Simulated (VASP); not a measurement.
Runs of VASP 6.6.1 on WS. The structure is that of space group Pm-3m (No. 221), or close to it. The cells are those of the table. 

```csv
level,potentials or basis,U,cell,k mesh,grid for exact exchange (PRECFOCK),screening parameter,share of exact exchange,gap on the mesh (eV),pressure (GPa)
LDA+U,"VASP PAW LDA potentials, release 64 (W_sv, S)",W d U = 6.0 eV,"a = 3.008 Å, 2 atoms",9 × 9 × 9,-,-,-,none,(b)
revPBE+D3(BJ),"VASP PAW PBE potentials, release 64 (W_sv, S)",-,"a = 2.959 Å, 2 atoms",9 × 9 × 9,-,-,-,none,0.3
PBEsol,"VASP PAW PBE potentials, release 64 (W_sv, S)",-,"a = 2.977 Å, 2 atoms",9 × 9 × 9,-,-,-,none,(a)
HSE06,"VASP PAW PBE potentials, release 64 (W_sv, S)",-,"a = 3.008 Å, 2 atoms",5 × 5 × 5,Normal,0.2079 1/Å,-,none,-8.4
LDA+U,"VASP PAW LDA potentials, release 64 (W_sv, S)",W d U = 5.0 eV,"a = 3.008 Å, 2 atoms",9 × 9 × 9,-,-,-,none,-3.4
PBEsol+D3(BJ),"VASP PAW PBE potentials, release 64 (W_sv, S)",-,"a = 2.950 Å, 2 atoms",9 × 9 × 9,-,-,-,none,0.9
PBE-based screened hybrid,"VASP PAW PBE potentials, release 64 (W_sv, S)",-,"a = 3.008 Å, 2 atoms",5 × 5 × 5,Normal,0.3 1/Å,0.25,none,-7.6
LDA+U,"VASP PAW LDA potentials, release 64 (W_sv, S)",W d U = 2.0 eV,"a = 3.008 Å, 2 atoms",9 × 9 × 9,-,-,-,none,-7.7
```

Alike in all rows: task single point; no spin polarisation; cutoff (eV) 520; smearing fermi-dirac 0.05 eV.

Question: Estimate the missing entries.

Answer: (a) 0.8; (b) -1.8.

Caveats: some runs use coarse meshes; spin-orbit coupling is left out, which moves the levels of the heavy elements; the PAW data sets were made with another functional, which shifts forces and pressure a little (some runs); U without spin polarisation on a metal has little footing (some runs); pairwise dispersion overbinds metals, which lowers pressure and volume (some runs).

A k mesh can miss the band edges, and the runs leave out spin-orbit coupling on W.

A gap of «none» marks levels without a gap at the run's occupations.
